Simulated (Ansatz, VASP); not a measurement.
## B in VASP and in Ansatz

```
B
1.0
     5.35645    0.00000    0.00000
     0.00000    5.35645    0.00000
     0.00000    0.00000    3.97138
B
12
Direct
  0.13085 0.39858 0.90078
  0.86915 0.60142 0.40078
  0.60142 0.13085 0.65078
  0.39858 0.86915 0.15078
  0.86915 0.39858 0.09922
  0.13085 0.60142 0.59922
  0.39858 0.13085 0.34922
  0.60142 0.86915 0.84922
  0.61817 0.61817 0.62500
  0.38183 0.38183 0.12500
  0.38183 0.61817 0.37500
  0.61817 0.38183 0.87500
```

Alike in both runs: task relaxation of cell and atoms; functional PBE; k mesh 4 × 4 × 4; occupations gaussian, width 0.1 eV; no spin polarisation.

```csv
,VASP,Ansatz
version,VASP 6.6.1,Ansatz 0.2.0
potentials or method,"VASP PAW PBE potentials, release 64 (B), cutoff 600 eV","scalar-relativistic, plane waves, PAW"
valence electrons in the cell,36,36
```

```tsv
	VASP	Ansatz	Ansatz less VASP
gap on the k mesh at the Fermi level, each at its own relaxed structure (eV)	none	none	-
relaxed volume (Å³/atom)	11.15	11.16	+0.007
relaxed cell length with the largest relative difference (Å)	3.447	3.451	+0.0049
```

A gap of «none» marks a metal or a gap that the smearing closes.

The k mesh is coarse, so the values compare programs but aren't converged. Noted on VASP's run: the volume moved by over 15 % at a fixed basis, so the end points are rough.
